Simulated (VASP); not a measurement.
Here is a VASP 6.6.1 calculation.

File INCAR:

```
ALGO = Normal
EDIFF = 1E-6
EDIFFG = -0.002
ENCUT = 600
IBRION = 2
ISIF = 3
ISMEAR = -1
LASPH = True
LCHARG = False
LREAL = False
LWAVE = False
NELM = 80
NSW = 100
PREC = Accurate
PSTRESS = 20.0
SIGMA = 0.1
```

File KPOINTS:

```
k-points
0
Gamma
  18 18 10
```

POSCAR

```
Ag
1.0
    2.8277090927      0.0000000000      0.0000000000
   -1.4138545463      2.4488679088      0.0000000000
    0.0000000000      0.0000000000      4.6341114828
Ag
2
Direct
    0.3333333333      0.6666666667      0.2500000000
    0.6666666667      0.3333333333      0.7500000000
```

Potentials or basis: VASP PAW LDA potentials, release 64 (Ag).

Launch:

```sh
$ cat potpaw_LDA.64/Ag/POTCAR > POTCAR
$ mpirun -np 1 vasp_std > vasp.out
```

Q: Estimate the relaxed volume.

A: 15.84 Å³/atom.

Q: Predict the band gap on the k mesh.

A: Zero (bands 11 and 12 overlap by 7.75 eV).

Q: Estimate the space group after relaxing (to 0.1 Å).

A: P6_3/mmc (No. 194).

Final structure:
```
Ag
1.0
     2.81558    0.00000    0.00000
    -1.40779    2.43836    0.00000
     0.00000    0.00000    4.61436
Ag
2
Direct
  0.33333 0.66667 0.25000
  0.66667 0.33333 0.75000
```

Caveat: the cell is relaxed towards a set pressure, so the run minimises the enthalpy, not the energy. Zero-point motion and thermal expansion aren't in these numbers.
